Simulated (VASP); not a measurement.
HfRu, 2 atoms in the cell. It takes space group Pm-3m (No. 221, cubic). Conventional cell: a = 3.205 Å, b = 3.205 Å, c = 3.205 Å, α = 90.00°, β = 90.00°, γ = 90.00°. Within 3.7 Å of Hf (site symmetry m-3m) lie 8 Ru at 2.78 Å and 6 Hf at 3.21 Å. Ru (site symmetry m-3m) has 8 Hf at 2.78 Å and 6 Ru at 3.21 Å within 3.7 Å. 

* Program: VASP 6.6.1
* Task: single point
* Functional: PBEsol
* Potentials or basis: VASP PAW PBE potentials, release 64 (Hf_pv, Ru_pv)
* Cutoff: 520 eV
* k mesh: 5 × 5 × 5
* Occupations: fermi-dirac, width 0.05 eV
* Spin: no spin polarisation
* Dipole correction: no
* Further INCAR settings: ALGO = Normal; EDIFF = 1e-06; NBANDS = 19

Potentials or basis: VASP PAW PBE potentials, release 64 (Hf_pv, Ru_pv).

Command:

```console
$ cat potpaw_PBE.64/Hf_pv/POTCAR potpaw_PBE.64/Ru_pv/POTCAR > POTCAR
$ mpirun -np 1 vasp_std > vasp.out
```

Hardware: 1 thread of Intel(R) Xeon(R) 6975P-C (Granite Rapids), on a shared host.

Problem. Estimate the wall time of this run.

Solution. It took 3.5 s on 1 thread of Intel(R) Xeon(R) 6975P-C (Granite Rapids) (shared host), peak memory 0.13 GiB. Counts: scf iterations 13, k points 10.
